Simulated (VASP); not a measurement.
# CrO2 (P-3m1) in VASP: notebook

Runs on CrO2. Level: PBE+D3(BJ). Tasks: single point.

All numbers are computed with VASP 6.6.1; they aren't measurements. Logs are shortened: lines on timing, memory, paths and dates and some standing lists are left out, and cuts for length are marked.

### 1 The cell of the first run

The typed cell holds 6 atoms: a = 2.603 Å, b = 2.603 Å, c = 9.997 Å, α = 90.00°, β = 90.00°, γ = 120.00°.

### 2 Single point, PBE+D3(BJ), collinear spin, ferromagnetic start

INCAR

```
PREC     = Accurate       # precision mode
ENCUT    = 520            # plane-wave cutoff, eV
EDIFF    = 1E-6           # SCF threshold, eV
ISMEAR   = 0              # smearing method
SIGMA    = 0.1            # smearing width, eV
LREAL    = F              # projectors in reciprocal space
LASPH    = T              # aspherical terms in the spheres
NELM     = 150            # most SCF steps
ALGO     = Normal         # electronic algorithm
ISIF     = 2              # what is computed and relaxed
LWAVE    = F              # write WAVECAR
LCHARG   = F              # write CHGCAR
ISPIN    = 2              # spin polarisation
MAGMOM   = 3 3 0 0 0 0    # initial moments
LORBIT   = 11             # projections on sites
LMAXMIX  = 4              # l up to which the mixer works
GGA      = PE             # functional
IVDW     = 12             # dispersion correction
NBANDS   = 37             # bands
```

KPOINTS

```
regular mesh
0
Gamma
  6 6 2
```

POSCAR

```
CrO2
1.0
    2.6031629544      0.0000000000      0.0000000000
   -1.3015814772      2.2544052487      0.0000000000
    0.0000000000      0.0000000000      9.9966650681
Cr O
2 4
Direct
    0.6666666667      0.3333333333      0.2497827750
    0.3333333333      0.6666666667      0.7502172250
    0.3333333333      0.6666666667      0.3792579737
    0.6666666667      0.3333333333      0.8796916104
    0.3333333333      0.6666666667      0.1203083896
    0.6666666667      0.3333333333      0.6207420263
```

Potentials or basis: VASP PAW PBE potentials, release 64 (Cr_pv, O).

Run with:

```bash
cat potpaw_PBE.64/Cr_pv/POTCAR potpaw_PBE.64/O/POTCAR > POTCAR
mpirun -np 1 vasp_std > vasp.out
```

OUTCAR:

```text
PREC = Accurate
   ENCUT = 520
   EDIFF = 1E-6
   ISMEAR = 0
   LREAL = F
   LASPH = T
   NELM = 150
   ISIF = 2
   ISPIN = 2
   LORBIT = 11
   GGA = PE
   IVDW = 12
 IVDW          = 12

 ion  position               nearest neighbor table
   1  0.667  0.333  0.250-   5 1.98   5 1.98   5 1.98   3 1.98   3 1.98   3 1.98
   2  0.333  0.667  0.750-   4 1.98   4 1.98   4 1.98   6 1.98   6 1.98   6 1.98
   3  0.333  0.667  0.379-   1 1.98   1 1.98   1 1.98
   4  0.667  0.333  0.880-   2 1.98   2 1.98   2 1.98
   5  0.333  0.667  0.120-   1 1.98   1 1.98   1 1.98
   6  0.667  0.333  0.621-   2 1.98   2 1.98   2 1.98

  LATTYP: Found a hexagonal cell.
 ALAT       =     2.6031629544
 C/A-ratio  =     3.8401994970

  Lattice vectors:

 A1 = (   2.6031629544,   0.0000000000,   0.0000000000)
 A2 = (  -1.3015814772,   2.2544052487,   0.0000000000)
 A3 = (   0.0000000000,   0.0000000000,   9.9966650681)

Analysis of symmetry for initial positions (statically):
=====================================================================
 Subroutine PRICEL returns:
 Original cell was already a primitive cell.

 Routine SETGRP: Setting up the symmetry group for a
 hexagonal supercell.

 Subroutine GETGRP returns: Found 12 space group operations
 (whereof 12 operations were pure point group operations)
 out of a pool of 24 trial point group operations.

The static configuration has the point symmetry D_3d.

Analysis of symmetry for dynamics (positions and initial velocities):
=====================================================================
 Subroutine PRICEL returns:
 Original cell was already a primitive cell.

 Routine SETGRP: Setting up the symmetry group for a
 hexagonal supercell.

 Subroutine GETGRP returns: Found 12 space group operations
 (whereof 12 operations were pure point group operations)
 out of a pool of 24 trial point group operations.

The dynamic configuration has the point symmetry D_3d.

Analysis of structural, dynamic, and magnetic symmetry:
=====================================================================
 Subroutine PRICEL returns:
 Original cell was already a primitive cell.

 Routine SETGRP: Setting up the symmetry group for a
 hexagonal supercell.

 Subroutine GETGRP returns: Found 12 space group operations
 (whereof 12 operations were pure point group operations)
 out of a pool of 24 trial point group operations.

The overall configuration has the point symmetry D_3d.

 Subroutine INISYM returns: Found 12 space group operations
 (whereof 12 operations are pure point group operations),
 and found     1 'primitive' translations

----------------------------------------------------------------------------------------

                                     Primitive cell

  volume of cell :      58.6663

  direct lattice vectors                    reciprocal lattice vectors
     2.603162954  0.000000000  0.000000000     0.384148060  0.221787986  0.000000000
    -1.301581477  2.254405249  0.000000000     0.000000000  0.443575972  0.000000000
     0.000000000  0.000000000  9.996665068     0.000000000  0.000000000  0.100033360

  length of vectors
     2.603162954  2.603162954  9.996665068     0.443575972  0.443575972  0.100033360

  position of ions in fractional coordinates (direct lattice)
     0.666666667  0.333333333  0.249782775
     0.333333333  0.666666667  0.750217225
     0.333333333  0.666666667  0.379257974
     0.666666667  0.333333333  0.879691610
     0.333333333  0.666666667  0.120308390
     0.666666667  0.333333333  0.620742026

  ion indices of the primitive-cell ions
   primitive index   ion index
                 1           1
                 2           2
                 3           3
                 4           4
                 5           5
                 6           6

----------------------------------------------------------------------------------------

 KPOINTS: regular mesh

Automatic generation of k-mesh.
 Grid dimensions read from file:
 generate k-points for:    6    6    2

 Generating k-lattice:

  Cartesian coordinates                     Fractional coordinates (reciprocal lattice)
     0.064024677  0.036964664  0.000000000     0.166666667  0.000000000  0.000000000
     0.000000000  0.073929329  0.000000000     0.000000000  0.166666667  0.000000000
     0.000000000  0.000000000  0.050016680     0.000000000  0.000000000  0.500000000

  Length of vectors
     0.073929329  0.073929329  0.050016680

  Shift w.r.t. Gamma in fractional coordinates (k-lattice)
     0.000000000  0.000000000  0.000000000

 Subroutine IBZKPT returns following result:
 ===========================================

 Found     14 irreducible k-points:

 Following reciprocal coordinates:
            Coordinates               Weight
  0.000000  0.000000  0.000000      1.000000
  0.166667  0.000000  0.000000      6.000000
  0.333333  0.000000  0.000000      6.000000
  0.500000  0.000000  0.000000      3.000000
  0.166667  0.166667  0.000000      6.000000
  0.333333  0.166667  0.000000     12.000000
  0.333333  0.333333  0.000000      2.000000
  0.000000  0.000000  0.500000      1.000000
  0.166667  0.000000  0.500000      6.000000
  0.333333  0.000000  0.500000      6.000000
  0.500000  0.000000  0.500000      3.000000
  0.166667  0.166667  0.500000      6.000000
  0.333333  0.166667  0.500000     12.000000
  0.333333  0.333333  0.500000      2.000000
   k-points           NKPTS =     14   k-points in BZ     NKDIM =     14   number of bands    NBANDS=     37
   number of dos      NEDOS =    301   number of ions     NIONS =      6
   total plane-waves  NPLWV =  32000
   dimension x,y,z NGX =    20 NGY =   20 NGZ =   80
   dimension x,y,z NGXF=    40 NGYF=   40 NGZF=  160
   ions per type =               2   4
   NGX,Y,Z   is equivalent  to a cutoff of  12.77, 12.77, 13.30 a.u.
   NGXF,Y,Z  is equivalent  to a cutoff of  25.55, 25.55, 26.61 a.u.
 SYSTEM =  unknown system
   PREC   = accura    normal or accurate (medium, high low for compatibility)
   ISTART =      0    job   : 0-new  1-cont  2-samecut
   ICHARG =      2    charge: 1-file 2-atom 10-const
   ISPIN  =      2    spin polarized calculation?
   LNONCOLLINEAR =      F non collinear calculations
   LSORBIT =      F    spin-orbit coupling
   LASPH  =      T    aspherical Exc in radial PAW
   ENCUT  =  520.0 eV  38.22 Ry    6.18 a.u.   4.84  4.84 18.59*2*pi/ulx,y,z
   NELM   =    150;   NELMIN=  2; NELMDL= -5     # of ELM steps
   EDIFF  = 0.1E-05   stopping-criterion for ELM
   LREAL  =      F    real-space projection
   EDIFFG = 0.1E-04   stopping-criterion for IOM
   NSW    =      0    number of steps for IOM
   IBRION =     -1    ionic relax: 0-MD 1-quasi-New 2-CG
   NFREE  =      0    steps in history (QN), initial steepest desc. (CG)
   ISIF   =      2    stress and relaxation
   ISYM   =      2    0-nonsym 1-usesym 2-fastsym
   POTIM  = 0.5000    time-step for ionic-motion
   TEBEG  =    0.0;   TEEND  =   0.0 temperature during run
   PSTRESS=    0.0 pullay stress
   NELECT =      48.0000    total number of electrons
   NUPDOWN=      -1.0000    fix difference up-down
   EMIN   =  10.00;   EMAX   =-10.00  energy-range for DOS
   EFERMI =   0.00;   METHOD = LEGACY
   ISMEAR =     0;   SIGMA  =   0.10  broadening in eV -4-tet -1-fermi 0-gaus
   EFERMI_NEDOS =   21; number of points for ismear=-14 and -15
   IALGO  =     38    algorithm
   IMIX   =      4    mixing-type and parameters
     AMIX     =   0.40;   BMIX     =  1.00
     AMIX_MAG =   1.60;   BMIX_MAG =  1.00
  volume/ion in A,a.u.               =       9.78        65.98
  Fermi-wavevector in a.u.,A,eV,Ry     =   1.531178  2.893507 31.898952  2.344507
  Thomas-Fermi vector in A             =   2.638559
   LORBIT       =     11    0 simple, 1 ext, 2 COOP (PROOUT), +10 PAW based schemes
   GGA     = PE    functional components
   LHFCALC =     F    Hartree Fock is set to
   AEXX    =    0.0000 exact exchange contribution
   IVDW    =    12    specifies the selected vdW correction
   LEPSILON=     F    determine dielectric tensor
   LRPA    =     F    only Hartree local field effects (RPA)
 spin polarized calculation
 Gauss-broadening in eV      SIGMA  =   0.10
  energy-cutoff  :      520.00
  volume of cell :       58.67
 maximum number of plane-waves:      1596
 NGX is ok and might be reduce to    20
   NGX =  9   NGY =  9   NGZ = 37

 number of electron      48.0000023 magnetization      -0.0009054

 number of electron      48.0000023 magnetization       0.0007259

 Free energy of the ion-electron system (eV)
  ---------------------------------------------------
  ext. energy  EPLUGINS =         0.00000000
  ---------------------------------------------------
  free energy    TOTEN  =       -48.20708908 eV

  energy without entropy =      -48.20708908  energy(sigma->0) =      -48.20708908

 E-fermi :   5.3422     XC(G=0): -11.7511

 val. band max:        4.8305310116   @ k =   0.0000   0.0000   0.0000
 cond. band min:       5.8149305001   @ k =   0.1667   0.1667   0.0000
 fundamental gap:      0.9843994884
 Fermi energy:         5.3421902213

 spin component 1

 k-point     1 :       0.0000    0.0000    0.0000
  band No.  band energies     occupation
      1     -39.1719      1.00000
      2     -39.1718      1.00000
      3     -38.8965      1.00000
      4     -38.8965      1.00000
      5     -38.8965      1.00000
      6     -38.8965      1.00000
[... 28 lines left out ...]
     35      11.3636      0.00000
     36      12.0117      0.00000
[... 475 lines left out ...]
      5     -39.0385      1.00000
      6     -39.0385      1.00000
[... 28 lines left out ...]
     35      15.9216      0.00000
     36      15.9229      0.00000
 Fermi energy:         5.3421902213

 spin component 2

 k-point     1 :       0.0000    0.0000    0.0000
  band No.  band energies     occupation
      1     -39.1718      1.00000
      2     -39.1716      1.00000
      3     -38.8964      1.00000
      4     -38.8964      1.00000
      5     -38.8964      1.00000
      6     -38.8964      1.00000
[... 28 lines left out ...]
     35      11.3638      0.00000
     36      12.0119      0.00000
[... 475 lines left out ...]
      5     -39.0383      1.00000
      6     -39.0383      1.00000
[... 28 lines left out ...]
     35      15.9218      0.00000
     36      15.9231      0.00000
 [bands above 36 left out]

------------------------ aborting loop because EDIFF is reached ----------------------------------------

 Edisp (eV)   -1.07198

 E8    (eV) :    -0.3802

  FORCE on cell =-STRESS in cart. coord.  units (eV):
  Direction    XX          YY          ZZ          XY          YZ          ZX
  --------------------------------------------------------------------------------------
  -------------------------------------------------------------------------------------
  Total      -2.31210    -2.31210   -17.02096    -0.00000     0.00000    -0.00000
  in kB     -63.14351   -63.14351  -464.84281    -0.00000     0.00000    -0.00000
  external pressure =     -197.04 kB  Pullay stress =        0.00 kB

 VOLUME and BASIS-vectors are now :
 -----------------------------------------------------------------------------
  energy-cutoff  :      520.00
  volume of cell :       58.67
      direct lattice vectors                 reciprocal lattice vectors
     2.603162954  0.000000000  0.000000000     0.384148060  0.221787986  0.000000000
    -1.301581477  2.254405249  0.000000000     0.000000000  0.443575972  0.000000000
     0.000000000  0.000000000  9.996665068     0.000000000  0.000000000  0.100033360

 POSITION                                       TOTAL-FORCE (eV/Angst)
 -----------------------------------------------------------------------------------
      1.30158      0.75147      2.49699         0.000000     -0.000000      0.001142
     -0.00000      1.50294      7.49967         0.000000      0.000000     -0.001142
     -0.00000      1.50294      3.79131         0.000000      0.000000     -3.483355
      1.30158      0.75147      8.79398         0.000000      0.000000     -3.488708
     -0.00000      1.50294      1.20268         0.000000     -0.000000      3.488708
      1.30158      0.75147      6.20535        -0.000000     -0.000000      3.483355
 -----------------------------------------------------------------------------------
    total drift:                                0.000000     -0.000000      0.000000

  FREE ENERGIE OF THE ION-ELECTRON SYSTEM (eV)
  ---------------------------------------------------
  free  energy   TOTEN  =       -49.2790723173 eV

  energy  without entropy=      -49.2790723173  energy(sigma->0) =      -49.27907232

 total charge

# of ion       s       p       d       tot
------------------------------------------
    1        0.350   6.444   4.178  10.971
    2        0.350   6.444   4.178  10.971
    3        1.604   3.281   0.000   4.886
    4        1.604   3.281   0.000   4.886
    5        1.604   3.281   0.000   4.886
    6        1.604   3.281   0.000   4.886
--------------------------------------------------
tot          7.117  26.012   8.356  41.485

 magnetization (x)

# of ion       s       p       d       tot
------------------------------------------
    1        0.000   0.000   0.000   0.000
    2        0.000   0.000   0.000   0.000
    3       -0.000  -0.000   0.000  -0.000
    4       -0.000  -0.000   0.000  -0.000
    5       -0.000  -0.000   0.000  -0.000
    6       -0.000  -0.000   0.000  -0.000
--------------------------------------------------
tot         -0.000  -0.000   0.000  -0.000
```

It took 1.9 min on 1 thread of Intel Xeon 8259CL, shared host; peak memory 0.22 GiB.

What came out:

```
Free energy                                           : -49.2791 eV
Pressure                                              : -19.7 GPa
Largest force                                         : 3.489 eV/Å
Band gap on the k mesh                                : 0.98 eV, indirect (least direct gap 1.38 eV)
Net moment                                            : 0.00 μB per cell
Valence electrons inside the program's atomic spheres : Cr 10.97; O 4.89
Dispersion energy per atom                            : -0.179 eV
```

Forces on the atoms (eV/Å):
```
Cr   0.000  0.000  0.001
Cr   0.000  0.000 -0.001
O    0.000  0.000 -3.483
O    0.000  0.000 -3.489
O    0.000  0.000  3.489
O    0.000  0.000  3.483
```

Stress tensor (GPa, compression positive):
```
 -6.31   0.00   0.00
  0.00  -6.31   0.00
  0.00   0.00 -46.48
```

Levels at points of the mesh, in eV from the valence-band top:
Spin up:
```tsv
k point	band 20	band 21	band 22	band 23	band 24	band 25	band 26	band 27	band 28	band 29
(0.00, 0.00, 0.00)	-2.14	-2.14	-1.52	-0.65	0.00	1.38	1.38	1.45	1.45	1.78
(0.50, 0.00, 0.00)	-2.55	-2.09	-1.92	-1.05	-0.96	1.39	1.40	1.65	1.76	2.37
(0.00, 0.00, 0.50)	-2.17	-2.17	-2.17	-0.20	-0.20	1.42	1.42	1.42	1.42	1.79
(0.50, 0.00, 0.50)	-2.65	-2.01	-2.00	-1.00	-1.00	1.39	1.40	1.71	1.71	2.58
```
Spin down:
```
           k point  band 22  band 23  band 24  band 25  band 26  band 27
(0.00, 0.00, 0.00)    -1.52    -0.65     0.00     1.38     1.38     1.45
(0.50, 0.00, 0.00)    -1.92    -1.05    -0.96     1.39     1.40     1.65
(0.00, 0.00, 0.50)    -2.17    -0.20    -0.20     1.42     1.42     1.42
(0.50, 0.00, 0.50)    -2.00    -1.00    -1.00     1.40     1.40     1.71
```

Caveat: the k points lie up to 0.46 Å⁻¹ apart; the starting moments collapsed, and a magnetic state may lie lower; forces of over 1 eV/Å act on the atoms, so gaps and moduli don't describe the material at rest. A k mesh can miss the band edges.

(Part 1 of 2 ends here.)
